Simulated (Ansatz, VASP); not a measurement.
## One calculation of Tl, two programs

POSCAR

```
Tl
1.0
   -1.9410000000      1.9410000000      1.8439500000
    1.9410000000     -1.9410000000      1.8439500000
    1.9410000000      1.9410000000     -1.8439500000
Tl
1
Direct
    0.0000000000      0.0000000000      0.0000000000
```

Contents of INCAR.step1:

```
SYSTEM = Tl
PREC = Accurate
ENCUT = 520
ISMEAR = 0
SIGMA = 0.15
LREAL = .False.
LASPH = .True.
NELM = 60
NBANDS = 12
GGA = PE
ALGO = Normal
EDIFF = 1E-4
LWAVE = .True.
LCHARG = .False.
```

Contents of INCAR.step2:

```
SYSTEM = Tl
PREC = Accurate
ENCUT = 520
EDIFF = 1E-6
ISMEAR = 0
SIGMA = 0.15
LREAL = .False.
LASPH = .True.
NELM = 60
ALGO = Normal
ISIF = 2
LWAVE = .False.
LCHARG = .False.
METAGGA = R2SCAN
LMIXTAU = .True.
NBANDS = 12
ISTART = 1
```

Contents of KPOINTS:

```
regular mesh
0
Gamma
  18 18 18
  0 0 0
```

Input for Ansatz:

```yaml
crystal:
  lattice:
    - [-1.941, 1.941, 1.84395]
    - [1.941, -1.941, 1.84395]
    - [1.941, 1.941, -1.84395]
  atoms:
    - { symbol: Tl, position: [0.0, 0.0, 0.0] }
basis:
  ecutwfc: 500
kpoints:
  mp_grid: { grid: [18, 18, 18] }
hamiltonian:
  xc: r2scan
scf:
  occupations: { method: gaussian, width: 0.15 }
output:
  forces: true
  stress: true
  eigenvalues: true
```

Change from the starting cell: strain +0.000 along x and y, -0.050 along z, atoms carried along.

Alike in both runs: task single point; functional r2SCAN; k mesh 18 × 18 × 18; occupations gaussian, width 0.15 eV; no spin polarisation.

|  | VASP | Ansatz |
| --- | --- | --- |
| version | VASP 6.6.1 | Ansatz 0.2.0 |
| potentials or method | VASP PAW PBE potentials, release 64 (Tl_d), cutoff 520 eV | scalar-relativistic, plane waves, PAW |
| valence electrons in the cell | 13 | 13 |

```tsv
	VASP	Ansatz	Ansatz less VASP
gap on the k mesh at the Fermi level (eV)	none	none	-
pressure (GPa)	3.1	3.1	+0.03
traceless stress, the component that is largest in VASP (GPa)	0.38	0.39	+0.001
```

VASP's potentials were made for PBE, not for r2SCAN. A gap of «none» marks a metal or a gap that the smearing closes.

Spin-orbit coupling is off throughout.
